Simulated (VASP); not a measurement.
# Mn (Im-3m) in VASP: a series of runs

The runs below take Mn through single point, with PBE, PBE+D4, revPBE.

All numbers are computed with VASP 6.6.1; they aren't measurements. Logs are shortened: lines on timing, memory, paths and dates and some standing lists are left out, and cuts for length are marked.

### 1 The cell of the first run

It takes space group Im-3m (No. 229, cubic). The conventional cell has a = 2.787 Å, b = 2.787 Å, c = 2.787 Å, α = 90.00°, β = 90.00°, γ = 90.00°. Within 3.2 Å of Mn (site symmetry m-3m) lie 14 Mn at 2.41 to 2.79 Å.

### 2 Single point, PBE, collinear spin, ferromagnetic start

File INCAR:

```
SYSTEM = Mn
ALGO = Normal
EDIFF = 1E-6
ENCUT = 500
GGA = PE
GGA_COMPAT = .FALSE.
ISIF = 2
ISMEAR = 1
ISPIN = 2
LASPH = .TRUE.
LCHARG = .FALSE.
LMAXMIX = 4
LORBIT = 11
LREAL = .FALSE.
LWAVE = .FALSE.
MAGMOM = 0.76
NBANDS = 16
NELM = 200
PREC = Accurate
SIGMA = 0.0065
```

File KPOINTS:

```
k-points
0
G
  8 8 8
  0 0 0
```

File POSCAR:

```
Mn
1.0
   -1.3932737400      1.3932737400      1.3932737400
    1.3932737400     -1.3932737400      1.3932737400
    1.3932737400      1.3932737400     -1.3932737400
Mn
1
Direct
    0.0000000000      0.0000000000      0.0000000000
```

Potentials or basis: VASP PAW PBE potentials, release 64 (Mn_pv).

Run with:

```sh
$ cat potpaw_PBE.64/Mn_pv/POTCAR > POTCAR
$ mpirun -np 1 vasp_std > vasp.out
```

OUTCAR:

```text
SYSTEM = Mn
   EDIFF = 1E-6
   ENCUT = 500
   GGA = PE
   ISIF = 2
   ISMEAR = 1
   ISPIN = 2
   LASPH = .TRUE.
   LORBIT = 11
   LREAL = .FALSE.
   NELM = 200
   PREC = Accurate

 ion  position               nearest neighbor table
   1  0.000  0.000  0.000-

  LATTYP: Found a body centered cubic cell.
 ALAT       =     2.7865474800

  Lattice vectors:

 A1 = (  -1.3932737400,   1.3932737400,   1.3932737400)
 A2 = (   1.3932737400,  -1.3932737400,   1.3932737400)
 A3 = (   1.3932737400,   1.3932737400,  -1.3932737400)

Analysis of symmetry for initial positions (statically):
=====================================================================
 Subroutine PRICEL returns:
 Original cell was already a primitive cell.

 Routine SETGRP: Setting up the symmetry group for a
 body centered cubic supercell.

 Subroutine GETGRP returns: Found 48 space group operations
 (whereof 48 operations were pure point group operations)
 out of a pool of 48 trial point group operations.

The static configuration has the point symmetry O_h .

Analysis of symmetry for dynamics (positions and initial velocities):
=====================================================================
 Subroutine PRICEL returns:
 Original cell was already a primitive cell.

 Routine SETGRP: Setting up the symmetry group for a
 body centered cubic supercell.

 Subroutine GETGRP returns: Found 48 space group operations
 (whereof 48 operations were pure point group operations)
 out of a pool of 48 trial point group operations.

The dynamic configuration has the point symmetry O_h .

Analysis of structural, dynamic, and magnetic symmetry:
=====================================================================
 Subroutine PRICEL returns:
 Original cell was already a primitive cell.

 Routine SETGRP: Setting up the symmetry group for a
 body centered cubic supercell.

 Subroutine GETGRP returns: Found 48 space group operations
 (whereof 48 operations were pure point group operations)
 out of a pool of 48 trial point group operations.

The overall configuration has the point symmetry O_h .

 Subroutine INISYM returns: Found 48 space group operations
 (whereof 48 operations are pure point group operations),
 and found     1 'primitive' translations

----------------------------------------------------------------------------------------

                                     Primitive cell

  volume of cell :      10.8186

  direct lattice vectors                    reciprocal lattice vectors
    -1.393273740  1.393273740  1.393273740     0.000000000  0.358867024  0.358867024
     1.393273740 -1.393273740  1.393273740     0.358867024  0.000000000  0.358867024
     1.393273740  1.393273740 -1.393273740     0.358867024  0.358867024  0.000000000

  length of vectors
     2.413220907  2.413220907  2.413220907     0.507514612  0.507514612  0.507514612

  position of ions in fractional coordinates (direct lattice)
     0.000000000  0.000000000  0.000000000

  ion indices of the primitive-cell ions
   primitive index   ion index
                 1           1

----------------------------------------------------------------------------------------

 KPOINTS: k-points

Automatic generation of k-mesh.
 Grid dimensions read from file:
 generate k-points for:    8    8    8

 Generating k-lattice:

  Cartesian coordinates                     Fractional coordinates (reciprocal lattice)
     0.000000000  0.044858378  0.044858378     0.125000000  0.000000000  0.000000000
     0.044858378  0.000000000  0.044858378     0.000000000  0.125000000  0.000000000
     0.044858378  0.044858378  0.000000000     0.000000000  0.000000000  0.125000000

  Length of vectors
     0.063439326  0.063439326  0.063439326

  Shift w.r.t. Gamma in fractional coordinates (k-lattice)
     0.000000000  0.000000000  0.000000000

 Subroutine IBZKPT returns following result:
 ===========================================

 Found     29 irreducible k-points:

 Following reciprocal coordinates:
            Coordinates               Weight
  0.000000  0.000000  0.000000      1.000000
  0.125000  0.000000  0.000000     12.000000
  0.250000  0.000000  0.000000     12.000000
  0.375000  0.000000  0.000000     12.000000
  0.500000  0.000000  0.000000      6.000000
  0.125000  0.125000  0.000000     24.000000
[... 16 lines left out ...]
 -0.250000  0.250000  0.250000      6.000000
 -0.375000  0.375000  0.250000     24.000000
 [... further k-points ...]
   k-points           NKPTS =     29   k-points in BZ     NKDIM =     29   number of bands    NBANDS=     16
   number of dos      NEDOS =    301   number of ions     NIONS =      1
   total plane-waves  NPLWV =   5832
   dimension x,y,z NGX =    18 NGY =   18 NGZ =   18
   dimension x,y,z NGXF=    36 NGYF=   36 NGZF=   36
   ions per type =               1
   NGX,Y,Z   is equivalent  to a cutoff of  12.40, 12.40, 12.40 a.u.
   NGXF,Y,Z  is equivalent  to a cutoff of  24.80, 24.80, 24.80 a.u.
 SYSTEM =  Mn
   PREC   = accura    normal or accurate (medium, high low for compatibility)
   ISTART =      0    job   : 0-new  1-cont  2-samecut
   ICHARG =      2    charge: 1-file 2-atom 10-const
   ISPIN  =      2    spin polarized calculation?
   LNONCOLLINEAR =      F non collinear calculations
   LSORBIT =      F    spin-orbit coupling
   LASPH  =      T    aspherical Exc in radial PAW
   ENCUT  =  500.0 eV  36.75 Ry    6.06 a.u.   4.40  4.40  4.40*2*pi/ulx,y,z
   NELM   =    200;   NELMIN=  2; NELMDL= -5     # of ELM steps
   EDIFF  = 0.1E-05   stopping-criterion for ELM
   LREAL  =      F    real-space projection
   EDIFFG = 0.1E-04   stopping-criterion for IOM
   NSW    =      0    number of steps for IOM
   IBRION =     -1    ionic relax: 0-MD 1-quasi-New 2-CG
   NFREE  =      0    steps in history (QN), initial steepest desc. (CG)
   ISIF   =      2    stress and relaxation
   ISYM   =      2    0-nonsym 1-usesym 2-fastsym
   POTIM  = 0.5000    time-step for ionic-motion
   TEBEG  =    0.0;   TEEND  =   0.0 temperature during run
   PSTRESS=    0.0 pullay stress
   NELECT =      13.0000    total number of electrons
   NUPDOWN=      -1.0000    fix difference up-down
   EMIN   =  10.00;   EMAX   =-10.00  energy-range for DOS
   EFERMI =   0.00;   METHOD = LEGACY
   ISMEAR =     1;   SIGMA  =   0.01  broadening in eV -4-tet -1-fermi 0-gaus
   EFERMI_NEDOS =   21; number of points for ismear=-14 and -15
   IALGO  =     38    algorithm
   IMIX   =      4    mixing-type and parameters
     AMIX     =   0.40;   BMIX     =  1.00
     AMIX_MAG =   1.60;   BMIX_MAG =  1.00
  volume/ion in A,a.u.               =      10.82        73.01
  Fermi-wavevector in a.u.,A,eV,Ry     =   1.740468  3.289009 41.215184  3.029231
  Thomas-Fermi vector in A             =   2.813112
   LORBIT       =     11    0 simple, 1 ext, 2 COOP (PROOUT), +10 PAW based schemes
   GGA     = PE    functional components
   LHFCALC =     F    Hartree Fock is set to
   AEXX    =    0.0000 exact exchange contribution
   IVDW    =     0    specifies the selected vdW correction
   LEPSILON=     F    determine dielectric tensor
   LRPA    =     F    only Hartree local field effects (RPA)
 spin polarized calculation
 Methfessel and Paxton  Order N= 1 SIGMA  =   0.01
  energy-cutoff  :      500.00
  volume of cell :       10.82
 maximum number of plane-waves:       285
 NGX is ok and might be reduce to    18
   NGX =  9   NGY =  9   NGZ =  9

 number of electron      13.0000003 magnetization       0.6955113

 Free energy of the ion-electron system (eV)
  ---------------------------------------------------
  ext. energy  EPLUGINS =         0.00000000
  ---------------------------------------------------
  free energy    TOTEN  =        -8.87088887 eV

  energy without entropy =       -8.87088408  energy(sigma->0) =       -8.87088727

 E-fermi :  10.7120     XC(G=0): -13.9776

 val. band max:       10.7096616415   @ k =   0.1250   0.1250   0.1250
 cond. band min:      10.7186675905   @ k =   0.1250   0.0000   0.0000
 fundamental gap:      0.0090059490
 Fermi energy:        10.7119672834

 spin component 1

 k-point     1 :       0.0000    0.0000    0.0000
  band No.  band energies     occupation
      1     -37.6097      1.00000
      2     -37.6097      1.00000
      3     -37.6097      1.00000
      4       2.0832      1.00000
      5       8.9006      1.00000
      6       8.9006      1.00000
[... 8 lines left out ...]
     15      41.6229      0.00000
     16      45.8089      0.00000

 k-point     2 :       0.1250    0.0000    0.0000
  band No.  band energies     occupation
      1     -37.7215      1.00000
      2     -37.6452      1.00000
      3     -37.6105      1.00000
      4       2.7617      1.00000
      5       8.6746      1.00000
      6       8.8491      1.00000
[... 8 lines left out ...]
     15      41.3509      0.00000
     16      42.1066      0.00000
[... 387 lines left out ...]
      5       8.0822      1.00000
      6       9.4076      1.00000
[... 8 lines left out ...]
     15      45.3751      0.00000
     16      45.3751      0.00000

 k-point    24 :      -0.3750    0.3750    0.2500
  band No.  band energies     occupation
      1     -38.1562      1.00000
      2     -37.9497      1.00000
      3     -37.8801      1.00000
      4       6.6209      1.00000
      5       7.2430      1.00000
      6       9.4218      1.00000
[... 8 lines left out ...]
     15      43.7402      0.00000
     16      44.2232      0.00000

 [... further k-points ...]

 spin component 2

 k-point     1 :       0.0000    0.0000    0.0000
  band No.  band energies     occupation
      1     -36.8117      1.00000
      2     -36.8117      1.00000
      3     -36.8117      1.00000
      4       2.1742      1.00000
      5       9.4952      1.00000
      6       9.4952      1.00000
[... 8 lines left out ...]
     15      42.4310      0.00000
     16      46.0433      0.00000

 k-point     2 :       0.1250    0.0000    0.0000
  band No.  band energies     occupation
      1     -36.9269      1.00000
      2     -36.8481      1.00000
      3     -36.8125      1.00000
      4       2.8554      1.00000
      5       9.2571      1.00000
      6       9.4344      1.00000
[... 8 lines left out ...]
     15      41.6395      0.00000
     16      42.8129      0.00000
[... 387 lines left out ...]
      5       8.7566      1.00000
      6       9.9768      1.00000
[... 8 lines left out ...]
     15      45.4934      0.00000
     16      45.4934      0.00000

 k-point    24 :      -0.3750    0.3750    0.2500
  band No.  band energies     occupation
      1     -37.3738      1.00000
      2     -37.1604      1.00000
      3     -37.0893      1.00000
      4       7.0422      1.00000
      5       7.8321      1.00000
      6       9.9922      1.00000
[... 8 lines left out ...]
     15      44.0594      0.00000
     16      44.3922      0.00000

 [... further k-points ...]

------------------------ aborting loop because EDIFF is reached ----------------------------------------

  FORCE on cell =-STRESS in cart. coord.  units (eV):
  Direction    XX          YY          ZZ          XY          YZ          ZX
  --------------------------------------------------------------------------------------
  -------------------------------------------------------------------------------------
  Total        0.0469605      0.0469605      0.0469605      0.0000000      0.0000000      0.0000000
  in kB        6.9546223      6.9546223      6.9546223      0.0000000      0.0000000      0.0000000
  external PRESSURE =       6.9546223 kB  Pullay stress =       0.0000000 kB

 VOLUME and BASIS-vectors are now :
 -----------------------------------------------------------------------------
  energy-cutoff  :      500.00
  volume of cell :       10.82
      direct lattice vectors                 reciprocal lattice vectors
    -1.393273740  1.393273740  1.393273740     0.000000000  0.358867024  0.358867024
     1.393273740 -1.393273740  1.393273740     0.358867024  0.000000000  0.358867024
     1.393273740  1.393273740 -1.393273740     0.358867024  0.358867024  0.000000000

 POSITION                                       TOTAL-FORCE (eV/Angst)
 -----------------------------------------------------------------------------------
      0.00000      0.00000      0.00000        -0.000000     -0.000000     -0.000000
 -----------------------------------------------------------------------------------
    total drift:                                0.000000     -0.000000      0.000000

  FREE ENERGIE OF THE ION-ELECTRON SYSTEM (eV)
  ---------------------------------------------------
  free  energy   TOTEN  =        -8.8708888656 eV

  energy  without entropy=       -8.8708840820  energy(sigma->0) =       -8.87088727

 total charge

# of ion       s       p       d       tot
------------------------------------------
    1        0.416   6.403   5.145  11.963

 magnetization (x)

# of ion       s       p       d       tot
------------------------------------------
    1       -0.003  -0.013   0.714   0.698
```

It used 14 s of CPU time on 1 thread of AMD EPYC 7R13 Processor (Zen 3), on a shared host.

Results:

| Item | Value |
| --- | --- |
| Free energy | -8.8709 eV |
| Pressure | 0.7 GPa |
| Net moment | 0.70 μB per cell |
| Site moments | Mn +0.70 μB |
| Valence electrons inside the program's atomic spheres | Mn 11.96 |

Caveat: the k points lie up to 0.40 Å⁻¹ apart.

### 3 Single point, PBE+D4, collinear spin, ferromagnetic start

File INCAR:

```
SYSTEM = Mn
PREC     = Accurate       ! precision mode
ENCUT    = 500            ! plane-wave cutoff, eV
EDIFF    = 1E-6           ! SCF threshold, eV
ISMEAR   = 0              ! smearing method
SIGMA    = 0.1            ! smearing width, eV
LREAL    = .False.        ! projectors in reciprocal space
LASPH    = .True.         ! aspherical terms in the spheres
NELM     = 200            ! most SCF steps
ALGO     = Normal         ! electronic algorithm
ISIF     = 2              ! what is computed and relaxed
LWAVE    = .False.        ! write WAVECAR
LCHARG   = .True.         ! write CHGCAR
ISPIN    = 2              ! spin polarisation
MAGMOM   = 0.76           ! initial moments
LORBIT   = 11             ! projections on sites
LMAXMIX  = 4              ! l up to which the mixer works
GGA      = PE             ! functional
IVDW     = 13             ! dispersion correction
LELF     = .True.         ! ELF
LVHAR    = .True.       
NBANDS   = 16             ! bands
GGA_COMPAT= .False.
```

File KPOINTS:

```
Automatic mesh
0
Gamma
  8 8 8
  0 0 0
```

POSCAR is that of step 2.

Potentials or basis: VASP PAW PBE potentials, release 64 (Mn_pv).

Run with:

```sh
$ cat potpaw_PBE.64/Mn_pv/POTCAR > POTCAR
$ mpirun -np 1 vasp_std > vasp.out
```

It used 14 s of CPU time on 1 thread of AMD EPYC 7R13 Processor (Zen 3), on a shared host.

It converged, with:

```yaml
Free_energy: -9.2706 eV
Pressure: -4.7 GPa
Net_moment: 0.70 μB per cell
Site_moments: Mn +0.70 μB
Valence_electrons_inside_the_program's_atomic_spheres: Mn 11.96
Dispersion_energy_per_atom: -0.395 eV
```

Levels at points of the mesh, in eV from the Fermi level:
Spin up:
| k point | band 3 | band 4 | band 5 | band 6 | band 7 | band 8 | band 9 | band 10 | band 11 | band 12 |
| --- | --- | --- | --- | --- | --- | --- | --- | --- | --- | --- |
| (0.00, 0.00, 0.00) | -48.32 | -8.63 | -1.80 | -1.80 | -1.80 | -0.02 | -0.02 | 23.73 | 23.73 | 23.73 |
| (0.50, 0.00, 0.00) | -48.32 | -5.08 | -3.22 | 0.01 | 0.27 | 0.65 | 1.65 | 9.06 | 17.93 | 21.49 |
| (0.50, 0.50, 0.50) | -48.83 | -4.98 | -4.98 | 1.29 | 1.29 | 1.29 | 10.53 | 10.53 | 10.53 | 17.04 |
Spin down:
```tsv
k point	band 2	band 3	band 4	band 5	band 6	band 7	band 8	band 9	band 10	band 11
(0.00, 0.00, 0.00)	-47.52	-47.52	-8.53	-1.22	-1.22	-1.22	0.86	0.86	23.69	23.69
(0.50, 0.00, 0.00)	-47.76	-47.52	-4.67	-2.69	0.72	0.81	1.17	2.33	9.51	17.98
(0.50, 0.50, 0.50)	-48.05	-48.05	-4.41	-4.41	1.97	1.97	1.97	10.65	10.65	10.65
```

Caveat: the k points lie up to 0.40 Å⁻¹ apart; pairwise dispersion overbinds metals, which lowers pressure and volume.

### 4 Single point, PBE, collinear spin, ferromagnetic start

File INCAR:

```
SYSTEM = Mn
PREC = Accurate
ENCUT = 500
EDIFF = 1E-6
ISMEAR = 0
SIGMA = 0.1
LREAL = .False.
LASPH = .True.
NELM = 200
ALGO = Normal
ISIF = 2
LWAVE = .False.
LCHARG = .True.
ISPIN = 2
MAGMOM = 0.76
LORBIT = 11
LMAXMIX = 4
GGA = PE
LELF = .True.
LVHAR = .True.
NBANDS = 16
GGA_COMPAT = .False.
```

KPOINTS is that of step 3.

POSCAR is that of step 3.

Run with:

```sh
$ cat potpaw_PBE.64/Mn_pv/POTCAR > POTCAR
$ mpirun -np 1 vasp_std > vasp.out
```

It used 13 s of CPU time on 1 thread of AMD EPYC 7R13 Processor (Zen 3), with other jobs on the host.

The run converged. Its results:

```
Free energy                                           : -8.8753 eV
Pressure                                              : 0.8 GPa
Net moment                                            : 0.70 μB per cell
Site moments                                          : Mn +0.70 μB
Valence electrons inside the program's atomic spheres : Mn 11.96
```

Levels at points of the mesh, in eV from the Fermi level:
Spin up:
| k point | band 5 | band 6 | band 7 | band 8 | band 9 | band 10 |
| --- | --- | --- | --- | --- | --- | --- |
| (0.00, 0.00, 0.00) | -1.80 | -1.80 | -1.80 | -0.02 | -0.02 | 23.73 |
| (0.50, 0.00, 0.00) | -3.22 | 0.01 | 0.27 | 0.65 | 1.65 | 9.06 |
| (0.50, 0.50, 0.50) | -4.98 | 1.29 | 1.29 | 1.29 | 10.53 | 10.53 |
Spin down:
| k point | band 3 | band 4 | band 5 | band 6 | band 7 | band 8 | band 9 | band 10 |
| --- | --- | --- | --- | --- | --- | --- | --- | --- |
| (0.00, 0.00, 0.00) | -47.52 | -8.53 | -1.22 | -1.22 | -1.22 | 0.86 | 0.86 | 23.69 |
| (0.50, 0.00, 0.00) | -47.52 | -4.67 | -2.69 | 0.72 | 0.81 | 1.17 | 2.33 | 9.51 |
| (0.50, 0.50, 0.50) | -48.05 | -4.41 | -4.41 | 1.97 | 1.97 | 1.97 | 10.65 | 10.65 |

Caveat: the k points lie up to 0.40 Å⁻¹ apart.

[end of part 1 of 2]
